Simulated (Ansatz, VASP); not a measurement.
**BAs5 in VASP and in Ansatz**

```
B As
1.0
     0.00000    4.84272    4.84272
     4.84272    0.00000    4.84272
     4.84272    4.84272    0.00000
B As
1 5
Direct
  0.00000 0.00000 0.00000
  0.25000 0.25000 0.25000
  0.40516 0.78453 0.40516
  0.40516 0.40516 0.40516
  0.78453 0.40516 0.40516
  0.40516 0.40516 0.78453
```

Alike in both runs: task relaxation of cell and atoms; functional PBE; k mesh 8 × 8 × 8; occupations gaussian, width 0.1 eV; no spin polarisation.

```csv
,VASP,Ansatz
version,VASP 6.6.1,Ansatz 0.2.0
potentials or method,"VASP PAW PBE potentials, release 64 (B, As), cutoff 600 eV","scalar-relativistic, plane waves, PAW"
valence electrons in the cell,28,78
```

|  | VASP | Ansatz | Ansatz less VASP |
| --- | --- | --- | --- |
| gap on the k mesh at the Fermi level, each at its own relaxed structure (eV) | none | none | - |
| relaxed volume (Å³/atom) | 37.74 | 37.70 | -0.034 |
| relaxed cell length with the largest relative difference (Å) | 6.841 | 6.839 | -0.0020 |

A gap of «none» marks a metal or a gap that the smearing closes. VASP's potentials hold 28 valence electrons a cell and Ansatz's 78, so a difference there can come from the potentials and not from the codes.
